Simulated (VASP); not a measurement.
# MoSe (P1) in VASP: single point with PBE

Aim: the single point of MoSe with PBE.

Program: VASP 6.6.1. These are calculated values, not measurements. Logs are shortened: lines on timing, memory, paths and dates and some standing lists are left out, and cuts for length are marked.

### 1 The cell of the first run

The typed cell holds 2 atoms: a = 4.065 Å, b = 4.026 Å, c = 4.013 Å, α = 59.39°, β = 58.94°, γ = 60.06°.

### 2 Single point, PBE, collinear spin (atoms moved at random and the cell strained at random)

Contents of INCAR:

```
  PREC = Accurate
  ENCUT = 520
  EDIFF = 1E-7
  ISMEAR = 0
  SIGMA = 0.05
  LREAL = F
  LASPH = T
  NELM = 150
  ALGO = Normal
  ISIF = 2
  LWAVE = F
  LCHARG = F
  ISPIN = 2
  MAGMOM = 0.91 0
  LORBIT = 11
  LMAXMIX = 4
  GGA = PE
  NBANDS = 21
```

Contents of KPOINTS:

```
regular mesh
0
Gamma
  10 10 10
```

Contents of POSCAR:

```
MoSe
1.0
    0.0053374241      2.8965170729      2.8525227664
    2.8517717396      0.0167011819      2.8411590086
    2.8210117074      2.8543932830      0.0474612141
Mo Se
1 1
Direct
   -0.0059321946      0.0075331857      0.0276058631
    0.2559321946      0.2424668143      0.2223941369
```

Potentials or basis: VASP PAW PBE potentials, release 64 (Mo_sv, Se).

Launch:

```bash
> cat potpaw_PBE.64/Mo_sv/POTCAR potpaw_PBE.64/Se/POTCAR > POTCAR
> mpirun -np 1 vasp_std > vasp.out
```

OUTCAR:

```text
PREC = Accurate
   ENCUT = 520
   EDIFF = 1E-7
   ISMEAR = 0
   LREAL = F
   LASPH = T
   NELM = 150
   ISIF = 2
   ISPIN = 2
   LORBIT = 11
   GGA = PE

 ion  position               nearest neighbor table
   1  0.994  0.008  0.028-   2 2.29   2 2.45   2 2.52   2 2.61
   2  0.256  0.242  0.222-   1 2.29   1 2.45   1 2.52   1 2.61

  LATTYP: Found a triclinic cell.
 ALAT       =     4.0491550987
 B/A-ratio  =     1.4162379829
 C/A-ratio  =     2.2207059098
 COS(alpha) =     0.0018876455
 COS(beta)  =     0.6658022089
 COS(gamma) =     0.7143148246

  Lattice vectors:

 A1 = (  -2.8464343155,   2.8798158910,   0.0113637578)
 A2 = (  -0.0254226081,   5.7342091740,   0.0588249719)
 A3 = (  -8.5192177625,   0.0087214261,  -2.8772564649)

Analysis of symmetry for initial positions (statically):
=====================================================================
 Subroutine PRICEL returns:
 Original cell was already a primitive cell.

 Routine SETGRP: Setting up the symmetry group for a
 triclinic supercell.

 Subroutine GETGRP returns: Found  1 space group operations
 (whereof  1 operations were pure point group operations)
 out of a pool of  2 trial point group operations.

The static configuration has the point symmetry C_1 .

Analysis of symmetry for dynamics (positions and initial velocities):
=====================================================================
 Subroutine PRICEL returns:
 Original cell was already a primitive cell.

 Routine SETGRP: Setting up the symmetry group for a
 triclinic supercell.

 Subroutine GETGRP returns: Found  1 space group operations
 (whereof  1 operations were pure point group operations)
 out of a pool of  2 trial point group operations.

The dynamic configuration has the point symmetry C_1 .

Analysis of structural, dynamic, and magnetic symmetry:
=====================================================================
 Subroutine PRICEL returns:
 Original cell was already a primitive cell.

 Routine SETGRP: Setting up the symmetry group for a
 triclinic supercell.

 Subroutine GETGRP returns: Found  1 space group operations
 (whereof  1 operations were pure point group operations)
 out of a pool of  2 trial point group operations.

The overall configuration has the point symmetry C_1 .

 Subroutine INISYM returns: Found  1 space group operations
 (whereof  1 operations are pure point group operations),
 and found     1 'primitive' translations

----------------------------------------------------------------------------------------

                                     Primitive cell

  volume of cell :      45.8655

  direct lattice vectors                    reciprocal lattice vectors
     0.005337424  2.896517073  2.852522766    -0.176799539  0.171797992  0.176450068
     2.851771740  0.016701182  2.841159009     0.174526741 -0.175442402  0.177821679
     2.821011707  2.854393283  0.047461214     0.178387500  0.177030362 -0.180094477

  length of vectors
     4.065307587  4.025551577  4.013467408     0.303162092  0.304729666  0.309185818

  position of ions in fractional coordinates (direct lattice)
     0.994067805  0.007533186  0.027605863
     0.255932195  0.242466814  0.222394137

  ion indices of the primitive-cell ions
   primitive index   ion index
                 1           1
                 2           2

----------------------------------------------------------------------------------------

 KPOINTS: regular mesh

Automatic generation of k-mesh.
 Grid dimensions read from file:
 generate k-points for:   10   10   10

 Generating k-lattice:

  Cartesian coordinates                     Fractional coordinates (reciprocal lattice)
    -0.017679954  0.017179799  0.017645007     0.100000000  0.000000000  0.000000000
     0.017452674 -0.017544240  0.017782168     0.000000000  0.100000000  0.000000000
     0.017838750  0.017703036 -0.018009448    -0.000000000 -0.000000000  0.100000000

  Length of vectors
     0.030316209  0.030472967  0.030918582

  Shift w.r.t. Gamma in fractional coordinates (k-lattice)
     0.000000000  0.000000000  0.000000000

 Subroutine IBZKPT returns following result:
 ===========================================

 Found    504 irreducible k-points:

 Following reciprocal coordinates:
            Coordinates               Weight
  0.000000  0.000000  0.000000      1.000000
  0.100000 -0.000000 -0.000000      2.000000
  0.200000 -0.000000 -0.000000      2.000000
  0.300000  0.000000 -0.000000      2.000000
  0.400000  0.000000 -0.000000      2.000000
  0.500000 -0.000000 -0.000000      1.000000
[... 16 lines left out ...]
 -0.400000  0.200000  0.000000      2.000000
 -0.300000  0.200000  0.000000      2.000000
 [... further k-points ...]
   k-points           NKPTS =    504   k-points in BZ     NKDIM =    504   number of bands    NBANDS=     21
   number of dos      NEDOS =    301   number of ions     NIONS =      2
   total plane-waves  NPLWV =  27000
   dimension x,y,z NGX =    30 NGY =   30 NGZ =   30
   dimension x,y,z NGXF=    60 NGYF=   60 NGZF=   60
   ions per type =               1   1
   NGX,Y,Z   is equivalent  to a cutoff of  12.27, 12.39, 12.43 a.u.
   NGXF,Y,Z  is equivalent  to a cutoff of  24.54, 24.78, 24.85 a.u.
 SYSTEM =  unknown system
   PREC   = accura    normal or accurate (medium, high low for compatibility)
   ISTART =      0    job   : 0-new  1-cont  2-samecut
   ICHARG =      2    charge: 1-file 2-atom 10-const
   ISPIN  =      2    spin polarized calculation?
   LNONCOLLINEAR =      F non collinear calculations
   LSORBIT =      F    spin-orbit coupling
   LASPH  =      T    aspherical Exc in radial PAW
   ENCUT  =  520.0 eV  38.22 Ry    6.18 a.u.   7.56  7.48  7.46*2*pi/ulx,y,z
   NELM   =    150;   NELMIN=  2; NELMDL= -5     # of ELM steps
   EDIFF  = 0.1E-06   stopping-criterion for ELM
   LREAL  =      F    real-space projection
   EDIFFG = 0.1E-05   stopping-criterion for IOM
   NSW    =      0    number of steps for IOM
   IBRION =     -1    ionic relax: 0-MD 1-quasi-New 2-CG
   NFREE  =      0    steps in history (QN), initial steepest desc. (CG)
   ISIF   =      2    stress and relaxation
   ISYM   =      2    0-nonsym 1-usesym 2-fastsym
   POTIM  = 0.5000    time-step for ionic-motion
   TEBEG  =    0.0;   TEEND  =   0.0 temperature during run
   PSTRESS=    0.0 pullay stress
   NELECT =      20.0000    total number of electrons
   NUPDOWN=      -1.0000    fix difference up-down
   EMIN   =  10.00;   EMAX   =-10.00  energy-range for DOS
   EFERMI =   0.00;   METHOD = LEGACY
   ISMEAR =     0;   SIGMA  =   0.05  broadening in eV -4-tet -1-fermi 0-gaus
   EFERMI_NEDOS =   21; number of points for ismear=-14 and -15
   IALGO  =     38    algorithm
   IMIX   =      4    mixing-type and parameters
     AMIX     =   0.40;   BMIX     =  1.00
     AMIX_MAG =   1.60;   BMIX_MAG =  1.00
  volume/ion in A,a.u.               =      22.93       154.76
  Fermi-wavevector in a.u.,A,eV,Ry     =   1.241432  2.345966 20.968662  1.541153
  Thomas-Fermi vector in A             =   2.375830
   LORBIT       =     11    0 simple, 1 ext, 2 COOP (PROOUT), +10 PAW based schemes
   GGA     = PE    functional components
   LHFCALC =     F    Hartree Fock is set to
   AEXX    =    0.0000 exact exchange contribution
   IVDW    =     0    specifies the selected vdW correction
   LEPSILON=     F    determine dielectric tensor
   LRPA    =     F    only Hartree local field effects (RPA)
 spin polarized calculation
 Gauss-broadening in eV      SIGMA  =   0.05
  energy-cutoff  :      520.00
  volume of cell :       45.87
 maximum number of plane-waves:      1264
   NGX = 15   NGY = 15   NGZ = 15

 number of electron      20.0000000 magnetization       0.3492588

 Free energy of the ion-electron system (eV)
  ---------------------------------------------------
  ext. energy  EPLUGINS =         0.00000000
  ---------------------------------------------------
  free energy    TOTEN  =       -13.28839204 eV

  energy without entropy =      -13.28565067  energy(sigma->0) =      -13.28702136

 E-fermi :   6.1865     XC(G=0): -10.2389

 val. band max:        6.1856803472   @ k =  -0.3000   0.4000   0.3000
 cond. band min:       6.1868045333   @ k =  -0.1000  -0.1000   0.2000
 fundamental gap:      0.0011241860
 Fermi energy:         6.1864638264

 spin component 1

 k-point     1 :       0.0000    0.0000    0.0000
  band No.  band energies     occupation
      1     -54.7523      1.00000
      2     -28.9684      1.00000
      3     -28.8937      1.00000
      4     -28.8746      1.00000
      5      -8.5325      1.00000
      6       1.0546      1.00000
[... 13 lines left out ...]
     20      18.7171      0.00000
     21      19.4790      0.00000

 k-point     2 :       0.1000   -0.0000   -0.0000
  band No.  band energies     occupation
      1     -54.7520      1.00000
      2     -28.9708      1.00000
      3     -28.8975      1.00000
      4     -28.8752      1.00000
      5      -8.4720      1.00000
      6       1.0174      1.00000
[... 13 lines left out ...]
     20      18.7163      0.00000
     21      19.7655      0.00000

 k-point     3 :       0.2000   -0.0000   -0.0000
  band No.  band energies     occupation
      1     -54.7513      1.00000
      2     -28.9776      1.00000
      3     -28.9069      1.00000
      4     -28.8770      1.00000
      5      -8.3109      1.00000
      6       0.8261      1.00000
[... 13 lines left out ...]
     20      18.4730      0.00000
     21      21.3425      0.00000
[... 457 lines left out ...]
 k-point    23 :      -0.4000    0.2000    0.0000
  band No.  band energies     occupation
      1     -54.7492      1.00000
      2     -29.0000      1.00000
      3     -28.9272      1.00000
      4     -28.8902      1.00000
      5      -7.7904      1.00000
      6       0.8026      1.00000
[... 13 lines left out ...]
     20      19.7541      0.00000
     21      22.0067      0.00000

 k-point    24 :      -0.3000    0.2000    0.0000
  band No.  band energies     occupation
      1     -54.7496      1.00000
      2     -28.9916      1.00000
      3     -28.9263      1.00000
      4     -28.8890      1.00000
      5      -7.8926      1.00000
      6       0.7863      1.00000
[... 13 lines left out ...]
     20      20.4289      0.00000
     21      21.0149      0.00000

 [... further k-points ...]

 spin component 2

 k-point     1 :       0.0000    0.0000    0.0000
  band No.  band energies     occupation
      1     -54.5481      1.00000
      2     -28.7883      1.00000
      3     -28.6564      1.00000
      4     -28.6160      1.00000
      5      -8.5280      1.00000
      6       1.1230      1.00000
[... 13 lines left out ...]
     20      18.7571      0.00000
     21      19.5234      0.00000

 k-point     2 :       0.1000   -0.0000   -0.0000
  band No.  band energies     occupation
      1     -54.5478      1.00000
      2     -28.7912      1.00000
      3     -28.6594      1.00000
      4     -28.6171      1.00000
      5      -8.4678      1.00000
      6       1.0824      1.00000
[... 13 lines left out ...]
     20      18.7625      0.00000
     21      19.8019      0.00000

 k-point     3 :       0.2000   -0.0000   -0.0000
  band No.  band energies     occupation
      1     -54.5471      1.00000
      2     -28.7989      1.00000
      3     -28.6671      1.00000
      4     -28.6198      1.00000
      5      -8.3075      1.00000
      6       0.8817      1.00000
[... 13 lines left out ...]
     20      18.5235      0.00000
     21      21.3765      0.00000
[... 457 lines left out ...]
 k-point    23 :      -0.4000    0.2000    0.0000
  band No.  band energies     occupation
      1     -54.5450      1.00000
      2     -28.8220      1.00000
      3     -28.6885      1.00000
      4     -28.6322      1.00000
      5      -7.7896      1.00000
      6       0.8447      1.00000
[... 13 lines left out ...]
     20      19.8289      0.00000
     21      22.0773      0.00000

 k-point    24 :      -0.3000    0.2000    0.0000
  band No.  band energies     occupation
      1     -54.5454      1.00000
      2     -28.8133      1.00000
      3     -28.6896      1.00000
      4     -28.6290      1.00000
      5      -7.8914      1.00000
      6       0.8275      1.00000
[... 13 lines left out ...]
     20      20.5058      0.00000
     21      21.0836      0.00000

 [... further k-points ...]

------------------------ aborting loop because EDIFF is reached ----------------------------------------

  FORCE on cell =-STRESS in cart. coord.  units (eV):
  Direction    XX          YY          ZZ          XY          YZ          ZX
  --------------------------------------------------------------------------------------
  -------------------------------------------------------------------------------------
  Total       -0.1489033      0.0817605      0.0508623      0.9611914      2.8204078      1.9109047
  in kB       -5.2015072      2.8560661      1.7767258     33.5764438     98.5227949     66.7519311
  external PRESSURE =      -0.1895718 kB  Pullay stress =       0.0000000 kB

 VOLUME and BASIS-vectors are now :
 -----------------------------------------------------------------------------
  energy-cutoff  :      520.00
  volume of cell :       45.87
      direct lattice vectors                 reciprocal lattice vectors
     0.005337424  2.896517073  2.852522766    -0.176799539  0.171797992  0.176450068
     2.851771740  0.016701182  2.841159009     0.174526741 -0.175442402  0.177821679
     2.821011707  2.854393283  0.047461214     0.178387500  0.177030362 -0.180094477

 POSITION                                       TOTAL-FORCE (eV/Angst)
 -----------------------------------------------------------------------------------
      0.10467      2.95826      2.85831        -1.734711     -1.178350     -0.972812
      1.32020      1.38016      1.42949         1.734711      1.178350      0.972812
 -----------------------------------------------------------------------------------
    total drift:                               -0.000137     -0.000141     -0.000081

  FREE ENERGIE OF THE ION-ELECTRON SYSTEM (eV)
  ---------------------------------------------------
  free  energy   TOTEN  =       -13.2883920434 eV

  energy  without entropy=      -13.2856506732  energy(sigma->0) =      -13.28702136

 total charge

# of ion       s       p       d       tot
------------------------------------------
    1        2.247   6.100   4.113  12.460
    2        1.432   2.406   0.136   3.974
--------------------------------------------------
tot          3.679   8.506   4.249  16.434

 magnetization (x)

# of ion       s       p       d       tot
------------------------------------------
    1        0.005   0.002   0.318   0.325
    2       -0.001  -0.012   0.005  -0.009
--------------------------------------------------
tot          0.003  -0.010   0.323   0.316
```

Run time: 16 min. Hardware: 1 thread of Oxide Virtual Turin-like, shared host; peak memory 0.73 GiB.

Results:

```yaml
Free_energy: -13.2884 eV
Pressure: 0.0 GPa
Largest_force: 2.312 eV/Å
Net_moment: 0.35 μB per cell
Site_moments: Mo +0.33; Se -0.01 μB
Valence_electrons_inside_the_program's_atomic_spheres: Mo 12.46; Se 3.97
```

Forces in eV/Å, atoms in the order of the input:
```
Mo  -1.735 -1.178 -0.973
Se   1.735  1.178  0.973
```

Levels at points of the mesh, in eV from the Fermi level:
Spin up:
```tsv
k point	band 6	band 7	band 8	band 9	band 10	band 11	band 12	band 13	band 14	band 15
(0.00, 0.00, 0.00)	-5.13	-4.91	-4.45	-0.74	-0.66	1.07	3.25	4.20	4.85	7.21
(0.50, 0.00, 0.00)	-5.63	-4.51	-4.33	-0.79	-0.26	0.04	1.75	2.45	3.85	8.03
(0.00, 0.50, 0.00)	-5.57	-4.60	-4.52	-0.69	-0.20	0.19	2.01	2.57	3.91	7.92
(0.50, 0.50, 0.00)	-6.00	-4.06	-3.77	-1.44	-0.08	0.12	0.52	0.84	5.60	7.00
(0.00, 0.00, 0.50)	-5.46	-4.90	-4.74	-0.51	-0.12	0.39	2.55	2.90	3.62	7.81
(0.50, 0.00, 0.50)	-6.02	-4.06	-3.62	-1.50	-0.08	0.05	0.54	0.81	5.67	7.13
(0.00, 0.50, 0.50)	-5.98	-4.15	-3.51	-1.52	-0.04	0.08	0.51	0.89	5.65	7.11
(0.50, 0.50, 0.50)	-5.59	-4.12	-4.03	-0.86	-0.55	-0.27	1.17	1.74	4.05	8.53
```
Spin down:
| k point | band 6 | band 7 | band 8 | band 9 | band 10 | band 11 | band 12 | band 13 | band 14 | band 15 |
| --- | --- | --- | --- | --- | --- | --- | --- | --- | --- | --- |
| (0.00, 0.00, 0.00) | -5.06 | -4.85 | -4.40 | -0.45 | -0.31 | 1.11 | 3.32 | 4.29 | 4.96 | 7.28 |
| (0.50, 0.00, 0.00) | -5.59 | -4.44 | -4.26 | -0.54 | -0.06 | 0.30 | 1.86 | 2.54 | 3.92 | 8.05 |
| (0.00, 0.50, 0.00) | -5.54 | -4.53 | -4.45 | -0.44 | 0.02 | 0.44 | 2.12 | 2.67 | 3.97 | 7.94 |
| (0.50, 0.50, 0.00) | -5.93 | -4.02 | -3.73 | -1.33 | 0.18 | 0.33 | 0.76 | 0.99 | 5.69 | 7.13 |
| (0.00, 0.00, 0.50) | -5.44 | -4.84 | -4.68 | -0.23 | 0.24 | 0.54 | 2.67 | 2.99 | 3.69 | 7.83 |
| (0.50, 0.00, 0.50) | -5.95 | -4.02 | -3.59 | -1.39 | 0.16 | 0.33 | 0.72 | 0.99 | 5.76 | 7.25 |
| (0.00, 0.50, 0.50) | -5.92 | -4.11 | -3.48 | -1.40 | 0.24 | 0.31 | 0.69 | 1.05 | 5.74 | 7.25 |
| (0.50, 0.50, 0.50) | -5.55 | -4.05 | -3.95 | -0.71 | -0.30 | -0.01 | 1.30 | 1.85 | 4.12 | 8.59 |

Caveat: the cell differs from its parent crystal (atoms moved at random and the cell strained at random); a moment this small can come from the mesh or the smearing; forces of over 1 eV/Å act on the atoms, so gaps and moduli don't describe the material at rest.
